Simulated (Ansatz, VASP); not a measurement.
One calculation of Pd, two programs

Contents of INCAR:

```
SYSTEM = Pd
ALGO = Normal
EDIFF = 1E-6
ENCUT = 500
GGA = PE
GGA_COMPAT = .False.
ISIF = 2
ISMEAR = -1
LASPH = .True.
LCHARG = .False.
LREAL = .False.
LWAVE = .False.
NBANDS = 11
NELM = 120
PREC = Accurate
SIGMA = 0.1
```

The input KPOINTS:

```
k-points
0
Gamma
  10 10 10
  0 0 0
```

File POSCAR:

```
Pd
1.0
    0.0000000000      1.9500000000      1.9500000000
    1.9500000000      0.0000000000      1.9500000000
    1.9500000000      1.9500000000      0.0000000000
Pd
1
Direct
    0.0000000000      0.0000000000      0.0000000000
```

Input for Ansatz:

```yaml
crystal:
  lattice:
    - [0.0, 1.95, 1.95]
    - [1.95, 0.0, 1.95]
    - [1.95, 1.95, 0.0]
  atoms:
    - { symbol: Pd, position: [0.0, 0.0, 0.0] }
hamiltonian:
  xc: pbe
  pseudopotentials: { kind: paw }
basis:
  ecutwfc: 420
kpoints:
  mp_grid: { grid: [10, 10, 10] }
scf:
  occupations: { method: fermi_dirac, width: 0.1 }
  lower_state_search: "off"
  algorithm: density_mixing
  max_iter: 70
  mixing: { algorithm: anderson, ndim: 2, beta: 0.8, preconditioner: none }
output:
  forces: true
  stress: true
```

Alike in both runs: task single point; functional PBE; k mesh 10 × 10 × 10; occupations fermi-dirac, width 0.1 eV; no spin polarisation.

|  | VASP | Ansatz |
| --- | --- | --- |
| version | VASP 6.6.1 | Ansatz 0.2.0 |
| potentials or method | VASP PAW PBE potentials, release 64 (Pd), cutoff 500 eV | PAW, plane waves, scalar-relativistic |
| valence electrons in the cell | 10 | 18 |

Ansatz gave:

| Quantity | Value |
| --- | --- |
| pressure (GPa) | 6.2 |

Task: What did VASP give for the same quantities?

Result: Pressure (GPa): 5.9.

VASP's potentials hold 10 valence electrons a cell and Ansatz's 18, so a difference there can come from the potentials and not from the codes.
